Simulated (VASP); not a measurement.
Here is a VASP 6.6.1 calculation.

The input INCAR:

```
PREC = Accurate
ENCUT = 520
EDIFF = 1E-6
ISMEAR = 0
SIGMA = 0.05
LREAL = False
LASPH = True
NELM = 200
ALGO = Normal
ISIF = 2
LWAVE = False
LCHARG = False
ISPIN = 2
MAGMOM = 0 0 0 0 0 0 0 0 0 0 0.09 0 0.09 0 0.09 0.09 0.32
LORBIT = 11
GGA = PE
NBANDS = 50
GGA_COMPAT = False
```

File KPOINTS:

```
Automatic mesh
0
Gamma
  1 1 1
```

The input POSCAR:

```
Mg8HO8
1.0
    0.0000000000      4.2052000000      4.2052000000
    4.2052000000      0.0000000000      4.2052000000
    4.2052000000      4.2052000000      0.0000000000
Mg O H
8 8 1
Direct
    0.0027626510      0.0007040093     -0.0048659992
    0.0027613431      0.0007000856      0.5011381147
    0.0009293256      0.4993148958     -0.0002496909
    0.0027649101      0.4946820603      0.5011478645
    0.5013379863     -0.0010614240     -0.0002671692
    0.4968290450      0.0006761866      0.5011175449
    0.5013408399      0.4993021735     -0.0002595596
    0.5013400076      0.4992992010      0.4993657852
    0.2510164796      0.2489816180      0.2503308998
    0.2510170741      0.2489805479      0.7494152478
    0.2678916579      0.7436654618      0.2440954057
    0.2510160040      0.7498933463      0.7494179825
    0.7457030581      0.2658172025      0.2441126462
    0.7519214306      0.2489829259      0.7494195282
    0.7456949729      0.7436772329      0.2441102682
    0.7456983021      0.7436779464      0.7662580852
    0.8763882812      0.8741298868      0.3746021592
```

Potentials or basis: VASP PAW PBE potentials, release 64 (Mg, O, H).

Command:

```console
$ cat potpaw_PBE.64/Mg/POTCAR potpaw_PBE.64/O/POTCAR potpaw_PBE.64/H/POTCAR > POTCAR
$ mpirun -np 1 vasp_gam > vasp.out
```

(1) What does it give for the largest force?

(2) Predict the pressure.

Answers

(1) 0.506 eV/Å.

(2) 15.6 GPa.

Caveat: the k points lie up to 1.29 Å⁻¹ apart.
